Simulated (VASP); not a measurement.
BP, 2 atoms in the cell. Symmetry: F-43m, No. 216, cubic system. Conventional cell: a = 4.476 Å, b = 4.476 Å, c = 4.476 Å, α = 90.00°, β = 90.00°, γ = 90.00°. B (site symmetry -43m) has 4 P at 1.94 Å within 2.6 Å. P (site symmetry -43m) has 4 B at 1.94 Å within 2.6 Å. 

```yaml
Program: VASP 6.6.1
Task: single point
Functional: LDA
Potentials_or_basis: VASP PAW LDA potentials, release 64 (B, P)
Cutoff: 520 eV
k_mesh: 8 × 8 × 8
Occupations: fermi-dirac, width 0.02 eV
Spin: no spin polarisation
Dipole_correction: no
Further_INCAR_settings: ALGO = Normal; EDIFF = 1e-06; NBANDS = 11
```

Potentials or basis: VASP PAW LDA potentials, release 64 (B, P).

Run with:

```console
$ cat potpaw_LDA.64/B/POTCAR potpaw_LDA.64/P/POTCAR > POTCAR
$ mpirun -np 1 vasp_std > vasp.out
```

Hardware: 1 thread of AMD EPYC 7R13 Processor (Zen 3) (shared host).

Estimate the wall time of this run.

Wall time 4.1 s on 1 thread of AMD EPYC 7R13 Processor (Zen 3), on a shared host, peak memory 0.09 GiB. Counts: scf iterations 12, k points 29.
